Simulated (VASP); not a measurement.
Wanted: the native input for a VASP 6.6.1 run.

| Quantity | Value |
| --- | --- |
| Task | single point |
| Functional | PBEsol |
| Potentials or basis | VASP PAW PBE potentials, release 64 (Ti_sv, B) |
| Cutoff | 520 eV |
| k mesh | 15 × 15 × 13 |
| Occupations | fermi-dirac, width 0.08 eV |
| Spin | no spin polarisation |
| Dipole correction | no |
| Further INCAR settings | ALGO = Normal; EDIFF = 1e-07; NBANDS = 16 |

The structure of TiB2 lies in POSCAR:

```
TiB2
1.0
    2.9882580721      0.0000000000      0.0000000000
   -1.4941290361      2.5879074035      0.0000000000
    0.0000000000      0.0000000000      3.1847676243
Ti B
1 2
Direct
    0.0000000000      0.0000000000      0.0000000000
    0.3333333333      0.6666666667      0.5000000000
    0.6666666667      0.3333333333      0.5000000000
```

These files were run (other wordings do the same):

INCAR

```
  PREC = Accurate
  ENCUT = 520
  EDIFF = 1E-7
  ISMEAR = -1
  SIGMA = 0.08
  LREAL = False
  LASPH = True
  NELM = 80
  ALGO = Normal
  ISIF = 2
  LWAVE = False
  LCHARG = False
  GGA = PS
  NBANDS = 16
```

KPOINTS

```
regular mesh
0
Gamma
  15 15 13
```

Potentials or basis: VASP PAW PBE potentials, release 64 (Ti_sv, B).

Command:

```bash
$ cat potpaw_PBE.64/Ti_sv/POTCAR potpaw_PBE.64/B/POTCAR > POTCAR
$ mpirun -np 1 vasp_std > vasp.out
```

Results of the run:

```yaml
Pressure: 6.2 GPa
Band_gap_on_the_k_mesh: zero (bands 9 and 10 overlap by 0.49 eV)
```

Caveat: the cell stands under pressure; the PAW data sets were made with another functional, which shifts forces and pressure a little.

Wall time 26 s on 1 thread of Intel(R) Xeon(R) 6975P-C (Granite Rapids), on a shared host, peak memory 0.19 GiB.
